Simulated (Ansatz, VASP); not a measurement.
**One calculation of SrTiO3, two programs**

Contents of INCAR:

```
SYSTEM = SrTiO3
ALGO = Normal
EDIFF = 1E-8
ENCUT = 520
GGA = PE
GGA_COMPAT = .False.
ISIF = 2
ISMEAR = -1
LASPH = .True.
LCHARG = .False.
LEFG = .True.
LMAXMIX = 4
LORBIT = 11
LORBMOM = .True.
LREAL = .False.
LSORBIT = .True.
LWAVE = .False.
MAGMOM = 0 0 0 0 0 0 0 0 0 0 0 0 0 0 0
NBANDS = 55
NELM = 200
PREC = Accurate
SIGMA = 0.02
```

File KPOINTS:

```
k-points
0
Gamma
  8 8 8
  0 0 0
```

Contents of POSCAR:

```
SrTiO3
1.0
    3.9050000000      0.0000000000      0.0000000000
    0.0000000000      3.9050000000      0.0000000000
    0.0000000000      0.0000000000      3.9050000000
Sr Ti O
1 1 3
Direct
    0.0000000000      0.0000000000      0.0000000000
    0.5000000000      0.5000000000      0.5000000000
    0.0000000000      0.5000000000      0.5000000000
    0.5000000000      0.0000000000      0.5000000000
    0.5000000000      0.5000000000      0.0000000000
```

Input for Ansatz:

```yaml
crystal:
  lattice:
    - [3.905, 0.0, 0.0]
    - [0.0, 3.905, 0.0]
    - [0.0, 0.0, 3.905]
  atoms:
    - { symbol: Sr, position: [0.0, 0.0, 0.0] }
    - { symbol: Ti, position: [0.5, 0.5, 0.5] }
    - { symbol: O, position: [0.0, 0.5, 0.5] }
    - { symbol: O, position: [0.5, 0.0, 0.5] }
    - { symbol: O, position: [0.5, 0.5, 0.0] }
kpoints:
  mp_grid: { grid: [8, 8, 8] }
scf:
  occupations: { method: fermi_dirac, width: 0.02 }
hamiltonian:
  xc: pbe
  pseudopotentials: { kind: paw_fr }
output:
  forces: true
  stress: true
  populations: true
  efg:
    quadrupole_moments_barn: { Sr: 0.305, Ti: 0.247, O: -0.02558 }
    contact_densities: true
magnetization:
  noncollinear: true
  spin_orbit: true
```

Alike in both runs: task electric field gradients; functional PBE; k mesh 8 × 8 × 8; occupations fermi-dirac, width 0.02 eV; non-collinear spin, spin-orbit coupling.

|  | VASP | Ansatz |
| --- | --- | --- |
| version | VASP 6.6.1 | Ansatz 0.2.0 |
| potentials or method | VASP PAW PBE potentials, release 64 (Sr_sv, Ti_sv, O) | plane-wave PAW |
| plane-wave cutoff (eV) | 520 | 420 |
| valence electrons in the cell | 40 | 40 |

```csv
,VASP,Ansatz,Ansatz less VASP
pressure (GPa),5.0,4.3,-0.65
net moment per atom (μB),0.00,0.00,0.000
size of Vzz on the site where it differs most (V/Å²),11.4,13.0,+1.56
```
